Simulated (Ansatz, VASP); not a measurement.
**One calculation of LaB6, two programs**

Contents of INCAR:

```
ALGO     = Normal         # electronic algorithm
EDIFF    = 1E-6           # SCF threshold, eV
ENCUT    = 500            # plane-wave cutoff, eV
GGA      = PE             # functional
GGA_COMPAT= F            
ISIF     = 2              # what is computed and relaxed
ISMEAR   = 0              # smearing method
LASPH    = T              # aspherical terms in the spheres
LCHARG   = F              # write CHGCAR
LMAXMIX  = 6              # l up to which the mixer works
LREAL    = F              # projectors in reciprocal space
LWAVE    = F              # write WAVECAR
NBANDS   = 24             # bands
NELM     = 200            # most SCF steps
PREC     = Accurate       # precision mode
SIGMA    = 0.1            # smearing width, eV
```

Contents of KPOINTS:

```
k-points
0
Gamma
  4 4 4
```

The input POSCAR:

```
LaB6
1.0
    4.1569950254      0.0000000000      0.0000000000
    0.0000000000      4.1569950254      0.0000000000
    0.0000000000      0.0000000000      4.1569950254
La B
1 6
Direct
    0.0000000000      0.0000000000      0.0000000000
    0.2117000000      0.5000000000      0.5000000000
    0.7883000000      0.5000000000      0.5000000000
    0.5000000000      0.5000000000      0.2117000000
    0.5000000000      0.5000000000      0.7883000000
    0.5000000000      0.2117000000      0.5000000000
    0.5000000000      0.7883000000      0.5000000000
```

Input for Ansatz:

```yaml
crystal:
  lattice:
    - [4.1569950254, 0.0, 0.0]
    - [0.0, 4.1569950254, 0.0]
    - [0.0, 0.0, 4.1569950254]
  atoms:
    - { symbol: La, position: [0.0, 0.0, 0.0] }
    - { symbol: B, position: [0.2117, 0.5, 0.5] }
    - { symbol: B, position: [0.7883, 0.5, 0.5] }
    - { symbol: B, position: [0.5, 0.5, 0.2117] }
    - { symbol: B, position: [0.5, 0.5, 0.7883] }
    - { symbol: B, position: [0.5, 0.2117, 0.5] }
    - { symbol: B, position: [0.5, 0.7883, 0.5] }
basis:
  ecutwfc: 420
kpoints:
  mp_grid: { grid: [4, 4, 4] }
hamiltonian:
  xc: pbe
scf:
  occupations: { method: gaussian, width: 0.1 }
output:
  forces: true
  stress: true
  eigenvalues: true
```

Alike in both runs: task single point; functional PBE; k mesh 4 × 4 × 4; occupations gaussian, width 0.1 eV; no spin polarisation.

|  | VASP | Ansatz |
| --- | --- | --- |
| version | VASP 6.6.1 | Ansatz 0.2.0 |
| potentials or method | VASP PAW PBE potentials, release 64 (La, B), cutoff 500 eV | scalar-relativistic, plane waves, PAW |
| valence electrons in the cell | 29 | 29 |

|  | VASP | Ansatz | Ansatz less VASP |
| --- | --- | --- | --- |
| gap on the k mesh at the Fermi level (eV) | none | none | - |
| pressure (GPa) | 4.5 | 4.5 | 0.00 |
| rms of the force components (eV/Å) | 1.615 | 1.593 | -0.0222 |

Atom by atom the forces differ by 0.022 eV/Å (rms over components). A gap of «none» marks a metal or a gap that the smearing closes.

The k mesh is coarse, so the values compare programs but aren't converged. Spin-orbit coupling is off throughout.
